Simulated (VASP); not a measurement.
Set up this calculation in VASP 6.6.1, as the native input.

```
Task                   : single point
Functional             : r2SCAN
Potentials or basis    : VASP PAW PBE potentials, release 64 (P)
Cutoff                 : 520 eV
k mesh                 : 12 × 12 × 12
Occupations            : gaussian, width 0.15 eV
Spin                   : no spin polarisation
Dipole correction      : no
Further INCAR settings : ALGO = Normal; EDIFF = 1e-06; NBANDS = 8
```

P:

```
P
1.0
     4.05926    0.00000    0.00000
     0.00000    4.05926    0.00000
     0.00000    0.00000    4.48745
P
1
Direct
  0.00000 0.00000 0.00000
```

This cell differs from its parent crystal: strain -0.050 along x and y, +0.025 along z.

These files were run (other wordings do the same):

POSCAR

```
P
1.0
    4.0592596145      0.0000000000      0.0000000000
    0.0000000000      4.0592596145      0.0000000000
    0.0000000000      0.0000000000      4.4874500000
P
1
Direct
    0.0000000000      0.0000000000      0.0000000000
```

INCAR.step1

```
SYSTEM = P
PREC = Accurate ; ENCUT = 520
ISMEAR = 0 ; SIGMA = 0.15
LREAL = .FALSE. ; LASPH = .TRUE.
NELM = 100 ; NBANDS = 8
GGA = PE ; ALGO = Normal
EDIFF = 1E-4 ; LWAVE = .TRUE.
LCHARG = .FALSE.
```

INCAR.step2

```
SYSTEM = P
PREC = Accurate ; ENCUT = 520
EDIFF = 1E-6 ; ISMEAR = 0
SIGMA = 0.15 ; LREAL = .FALSE.
LASPH = .TRUE. ; NELM = 100
ALGO = Normal ; ISIF = 2
LWAVE = .FALSE. ; LCHARG = .FALSE.
METAGGA = R2SCAN ; LMIXTAU = .TRUE.
NBANDS = 8 ; ISTART = 1
```

KPOINTS

```
Automatic mesh
0
G
  12 12 12
  0 0 0
```

Potentials or basis: VASP PAW PBE potentials, release 64 (P).

Run with:

```console
$ cat potpaw_PBE.64/P/POTCAR > POTCAR
$ cp INCAR.step1 INCAR
$ mpirun -np 1 vasp_std > vasp.out
$ cp INCAR.step2 INCAR
$ mpirun -np 1 vasp_std > vasp.out
```

It gave:

```json
{
 "Pressure": "-4.7 GPa",
 "Band gap on the k mesh": "zero (an odd number of electrons rules out a gap without spin polarisation)"
}
```

Caveat: the cell differs from its parent crystal (strain -0.050 along x and y, +0.025 along z); the cell stands under tension; the atoms stand far beyond bonding distance, and open shells without spin polarisation read as a metal; the PAW data sets were made with another functional, which shifts forces and pressure a little.

It took 2.2 min on 1 thread of Intel(R) Xeon(R) 6975P-C (Granite Rapids), on a shared host, peak memory 0.24 GiB.
